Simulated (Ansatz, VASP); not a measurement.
One calculation of ZnS, two programs

File INCAR:

```
SYSTEM = ZnS
PREC = Accurate
ENCUT = 600
EDIFF = 1E-6
ISMEAR = 0
SIGMA = 0.02
LREAL = .FALSE.
LASPH = .TRUE.
NELM = 100
ALGO = Normal
ISIF = 3
LWAVE = .FALSE.
LCHARG = .FALSE.
GGA = PE
IBRION = 2
NSW = 80
EDIFFG = -0.01
```

KPOINTS

```
Automatic mesh
0
G
  12 12 4
  0 0 0
```

Contents of POSCAR:

```
ZnS
1.0
    3.8441030014      0.0000000000      0.0000000000
   -1.9220515007      3.3290908540      0.0000000000
    0.0000000000      0.0000000000      6.3022531300
Zn S
2 2
Direct
    0.6666666667      0.3333333333      0.5030342528
    0.3333333333      0.6666666667      0.0030342528
    0.6666666667      0.3333333333      0.8772757472
    0.3333333333      0.6666666667      0.3772757472
```

Input for Ansatz:

```yaml
crystal:
  lattice:
    - [3.8441030014, 0.0, 0.0]
    - [-1.9220515007, 3.329090854, 0.0]
    - [0.0, 0.0, 6.30225313]
  atoms:
    - { symbol: Zn, position: [0.6666666667, 0.3333333333, 0.5030342528] }
    - { symbol: Zn, position: [0.3333333333, 0.6666666667, 0.0030342528] }
    - { symbol: S, position: [0.6666666667, 0.3333333333, 0.8772757472] }
    - { symbol: S, position: [0.3333333333, 0.6666666667, 0.3772757472] }
basis:
  ecutwfc: 420
kpoints:
  mp_grid: { grid: [12, 12, 4] }
hamiltonian:
  xc: pbe
scf:
  occupations: { method: gaussian, width: 0.02 }
output:
  forces: true
  stress: true
  eigenvalues: true
relax:
  adjacent_minimum: "off"
  f_tol: 0.01
  max_steps: 60
  cell: { stress_tol: 0.1 }
```

Alike in both runs: task relaxation of cell and atoms; functional PBE; k mesh 12 × 12 × 4; occupations gaussian, width 0.02 eV; no spin polarisation.

|  | VASP | Ansatz |
| --- | --- | --- |
| version | VASP 6.6.1 | Ansatz 0.2.0 |
| potentials or method | VASP PAW PBE potentials, release 64 (Zn, S), cutoff 600 eV | scalar-relativistic, plane waves, PAW |
| valence electrons in the cell | 36 | 36 |

```tsv
	VASP	Ansatz	Ansatz less VASP
gap on the k mesh at the Fermi level, each at its own relaxed structure (eV)	2.07	2.08	+0.011
relaxed volume (Å³/atom)	20.24	20.18	-0.065
relaxed cell length with the largest relative difference (Å)	6.313	6.304	-0.0085
```
